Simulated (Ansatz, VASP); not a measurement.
S in VASP and in Ansatz

INCAR

```
ALGO = Normal
EDIFF = 1E-6
ENCUT = 520
GGA = PE
ISIF = 2
ISMEAR = -1
LASPH = T
LCHARG = F
LREAL = F
LWAVE = F
NBANDS = 9
NELM = 100
PREC = Accurate
SIGMA = 0.08
```

File KPOINTS:

```
k-points
0
Gamma
  16 16 16
```

Contents of POSCAR:

```
S
1.0
    2.5807717355      0.0000000000      0.0000000000
    0.0000000000      2.5807717355      0.0000000000
    0.0000000000      0.0000000000      2.5807717355
S
1
Direct
    0.0000000000      0.0000000000      0.0000000000
```

Input for Ansatz:

```yaml
crystal:
  lattice:
    - [2.5807717355, 0.0, 0.0]
    - [0.0, 2.5807717355, 0.0]
    - [0.0, 0.0, 2.5807717355]
  atoms:
    - { symbol: S, position: [0.0, 0.0, 0.0] }
kpoints:
  mp_grid: { grid: [16, 16, 16] }
  band_path:
    path:
      - [0.0, 0.0, 0.0]
      - [0.0, 0.5, 0.0]
      - [0.5, 0.5, 0.0]
      - [0.0, 0.0, 0.0]
      - [0.5, 0.5, 0.5]
      - [0.0, 0.5, 0.0]
      - [0.5, 0.5, 0.5]
      - [0.5, 0.5, 0.0]
    npoints: 14
scf:
  occupations: { method: fermi_dirac, width: 0.08 }
hamiltonian:
  xc: pbe
  pseudopotentials: { kind: all_electron, lapw: { basis_error: 0.001 } }
output:
  forces: true
  stress: true
  eigenvalues: true
  populations: true
  dos: { projected: true, de: 0.2, e_range: [-14, 8] }
```

Alike in both runs: task single point; functional PBE; k mesh 16 × 16 × 16; occupations fermi-dirac, width 0.08 eV; no spin polarisation.

```csv
,VASP,Ansatz
version,VASP 6.6.1,Ansatz 0.2.0
potentials or method,"VASP PAW PBE potentials, release 64 (S), cutoff 520 eV","all-electron LAPW, scalar-relativistic"
```

Ansatz gave:

- pressure (GPa): 0.0

Problem. Which values does VASP return?

Solution. Pressure (GPa): -0.1.

Ansatz ran all-electron here, and VASP with PAW potentials.
